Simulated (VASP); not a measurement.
A run of VASP 6.6.1 is set up as follows.

INCAR

```
  ALGO = Normal
  EDIFF = 1E-6
  EDIFFG = -0.03
  ENCUT = 600
  GGA = PS
  IBRION = 2
  ISIF = 3
  ISMEAR = 1
  LASPH = T
  LCHARG = F
  LREAL = F
  LWAVE = F
  NELM = 100
  NSW = 80
  PREC = Accurate
  SIGMA = 0.02
```

KPOINTS

```
k-points
0
Gamma
  7 7 7
```

File POSCAR:

```
Mo2N
1.0
    1.4407811800      0.8318354000      5.0020960700
   -1.4407811800      0.8318354000      5.0020960700
    0.0000000000     -1.6636708100      5.0020960700
Mo N
2 1
Direct
    0.2428914803      0.2428914803      0.2428914789
    0.7571085217      0.7571085217      0.7571085171
    0.0000000000      0.0000000000      0.0000000000
```

Potentials or basis: VASP PAW PBE potentials, release 64 (Mo_sv, N).

Launch:

```bash
$ cat potpaw_PBE.64/Mo_sv/POTCAR potpaw_PBE.64/N/POTCAR > POTCAR
$ mpirun -np 1 vasp_std > vasp.out
```

Q: Estimate the space group after relaxing (to 0.05 Å).

A: R-3m (No. 166).

Q: Predict the relaxed volume.

A: 11.76 Å³/atom.

Q: Predict the relaxed cell.

A: a = 5.200 Å, b = 5.200 Å, c = 5.200 Å, α = 32.10°, β = 32.10°, γ = 32.10°.

Final structure:
```
Mo N
1.0
     1.43748    0.82993    4.92777
    -1.43748    0.82993    4.92777
     0.00000   -1.65986    4.92777
Mo N
2 1
Cartesian
  0.0000 0.0000 3.5940
  0.0000 0.0000 11.1894
  0.0000 0.0000 0.0000
```

Caveat: the k points lie up to 0.37 Å⁻¹ apart in the final cell; the PAW data sets were made with another functional, which shifts forces and pressure a little.
